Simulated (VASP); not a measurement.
# CaZrN: single point with PBE

Crystal: CaZrN.

```
Ca Zr N
1.0
     4.22240    0.00000    0.00000
    -2.11120    3.65670    0.00000
     0.00000    0.00000    3.33156
Ca Zr N
1 1 1
Direct
  0.33333 0.66667 0.50000
  0.00000 0.00000 0.50000
  0.66667 0.33333 0.00000
```

The cell was built from a structure type or drawn by symmetry, and may not be a known phase.

```yaml
Program: VASP 6.6.1
Task: single point
Functional: PBE
Potentials_or_basis: VASP PAW PBE potentials, release 64 (Ca_sv, Zr_sv, N)
Cutoff: 520 eV
k_mesh: 6 × 6 × 6
Occupations: gaussian, width 0.1 eV
Spin: no spin polarisation
Dipole_correction: no
Further_INCAR_settings: ALGO = Normal; EDIFF = 1e-06; NBANDS = 20
```

```yaml
Pressure: -0.9 GPa
Band_gap_on_the_k_mesh: zero (an odd number of electrons rules out a gap without spin polarisation)
```

Stress tensor (GPa, compression positive):
```
  9.46   0.00   0.00
  0.00   9.46   0.00
  0.00   0.00 -21.76
```

Levels at points of the mesh, in eV from the Fermi level:
```tsv
k point	band 11	band 12	band 13	band 14	band 15	band 16
(0.00, 0.00, 0.00)	-2.77	-2.03	-1.00	-0.25	1.32	1.32
(0.50, 0.00, 0.00)	-2.72	-1.64	-1.12	-0.41	0.33	0.81
(0.00, 0.00, 0.50)	-2.40	-2.40	-0.76	-0.76	1.08	1.08
(0.50, 0.00, 0.50)	-3.69	-3.11	-0.12	-0.07	0.36	1.27
```

Wall time 35 s on 1 thread of Intel Xeon 8259CL, with other jobs on the host, peak memory 0.19 GiB.
